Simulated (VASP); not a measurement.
# SbP (zincblende type): single point with PBEsol

The system is SbP (zincblende type).

```
Sb P
1.0
     0.00000    3.10198    3.10198
     3.10198    0.00000    3.10198
     3.10198    3.10198    0.00000
Sb P
1 1
Direct
  0.00000 0.00000 0.00000
  0.25000 0.25000 0.25000
```

```
Program                : VASP 6.6.1
Task                   : single point
Functional             : PBEsol
Potentials or basis    : VASP PAW PBE potentials, release 64 (Sb, P)
Cutoff                 : 520 eV
k mesh                 : 11 × 11 × 11
Occupations            : fermi-dirac, width 0.08 eV
Spin                   : no spin polarisation
Dipole correction      : no
Further INCAR settings : ALGO = Normal; EDIFF = 1e-07; NBANDS = 12
```

```yaml
Pressure: 0.1 GPa
Band_gap_on_the_k_mesh: zero (bands 5 and 6 overlap by 1.11 eV)
```

Levels at points of the mesh, in eV from the Fermi level:
```tsv
k point	band 1	band 2	band 3	band 4	band 5	band 6	band 7	band 8	band 9	band 10
(0.00, 0.00, 0.00)	-12.95	-4.55	-2.19	-2.19	-2.19	0.60	0.60	0.60	4.74	6.88
```

It took 89 s on 1 thread of AMD EPYC 7R13, on a shared host, peak memory 0.19 GiB.

Caveat: the PAW data sets were made with another functional, which shifts forces and pressure a little; spin-orbit coupling is left out, which moves the levels of the heavy elements.
